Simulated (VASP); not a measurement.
**NaCl: single point with LDA**

The system is NaCl.

```xyz
2
Lattice="0.0000 2.7720 2.7720 2.7720 0.0000 2.7720 2.7720 2.7720 0.0000" Properties=species:S:1:pos:R:3 pbc="T T T"
Na    0.0000    0.0000    0.0000
Cl    2.7720    2.7720    2.7720
```

* Program: VASP 6.6.1
* Task: single point
* Functional: LDA
* Potentials or basis: VASP PAW LDA potentials, release 64 (Na_pv, Cl)
* Cutoff: 500 eV
* k mesh: 6 × 6 × 6
* Occupations: gaussian, width 0.01 eV
* Spin: no spin polarisation
* Dipole correction: no
* Further INCAR settings: ALGO = Normal; EDIFF = 1e-06; NBANDS = 14

| Item | Value |
| --- | --- |
| Pressure | -1.3 GPa |
| Band gap on the k mesh | 4.90 eV |

Levels at points of the mesh, in eV from the valence-band top:
```csv
k point,band 5,band 6,band 7,band 8,band 9,band 10
"(0.00, 0.00, 0.00)",0.00,0.00,0.00,4.90,10.89,10.89
"(0.50, 0.00, 0.00)",-2.19,-0.31,-0.31,6.98,10.68,10.80
"(0.50, 0.50, 0.00)",-1.88,-0.68,-0.68,7.32,7.69,11.30
```

Wall time 5.7 s on 1 thread of AMD EPYC 7R13 Processor (Zen 3), with other jobs on the host, peak memory 0.11 GiB.

Expect the measured gap to be larger: semilocal functionals such as LDA lack the derivative discontinuity.
